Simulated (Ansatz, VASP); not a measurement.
BaZrO3 in VASP and in Ansatz

INCAR

```
SYSTEM = BaZrO3
PREC = Accurate
ENCUT = 910
EDIFF = 1E-6
ISMEAR = 0
SIGMA = 0.05
LREAL = .FALSE.
LASPH = .TRUE.
NELM = 120
ALGO = Normal
ISIF = 2
LWAVE = .FALSE.
LCHARG = .FALSE.
GGA = PE
NBANDS = 28
GGA_COMPAT = .FALSE.
```

KPOINTS

```
regular mesh
0
G
  6 6 6
  0 0 0
```

Contents of POSCAR:

```
BaZrO3
1.0
    4.1815000000      0.0000000000      0.0000000000
    0.0000000000      4.1815000000      0.0000000000
    0.0000000000      0.0000000000      4.1815000000
Ba Zr O
1 1 3
Direct
    0.5295931333      0.4704068667      0.5000000000
    0.0000000000      0.0000000000      0.0000000000
    0.5000000000      0.0000000000      0.0000000000
    0.0000000000      0.5000000000      0.0000000000
    0.0000000000      0.0000000000      0.5000000000
```

Input for Ansatz:

```yaml
crystal:
  lattice:
    - [4.1815, 0.0, 0.0]
    - [0.0, 4.1815, 0.0]
    - [0.0, 0.0, 4.1815]
  atoms:
    - { symbol: Ba, position: [0.5295931333, 0.4704068667, 0.5] }
    - { symbol: Zr, position: [0.0, 0.0, 0.0] }
    - { symbol: O, position: [0.5, 0.0, 0.0] }
    - { symbol: O, position: [0.0, 0.5, 0.0] }
    - { symbol: O, position: [0.0, 0.0, 0.5] }
basis:
  ecutwfc: 420
kpoints:
  mp_grid: { grid: [6, 6, 6] }
hamiltonian:
  xc: pbe
scf:
  occupations: { method: gaussian, width: 0.05 }
output:
  forces: true
  stress: true
  eigenvalues: true
```

Change from the starting cell: all Ba atoms moved +0.175 Å, as atom 1 along Cartesian [1 -1 0].

Alike in both runs: task single point; functional PBE; k mesh 6 × 6 × 6; occupations gaussian, width 0.05 eV; no spin polarisation.

|  | VASP | Ansatz |
| --- | --- | --- |
| version | VASP 6.6.1 | Ansatz 0.2.0 |
| potentials or method | VASP PAW PBE potentials, release 64 (Ba_sv, Zr_sv, O_h), cutoff 910 eV | scalar-relativistic, plane waves, PAW |
| valence electrons in the cell | 40 | 40 |

|  | VASP | Ansatz | Ansatz less VASP |
| --- | --- | --- | --- |
| gap on the k mesh at the Fermi level (eV) | 3.18 | 3.23 | +0.041 |
| least direct gap on the mesh (eV) | 3.39 | 3.41 | +0.018 |
| rms of the force components (eV/Å) | 0.259 | 0.244 | -0.0155 |

Atom by atom the forces differ by 0.024 eV/Å (rms over components).

Spin-orbit coupling is off throughout. Noted on VASP's run: the cutoff is short for stress, so the pressure is rough.
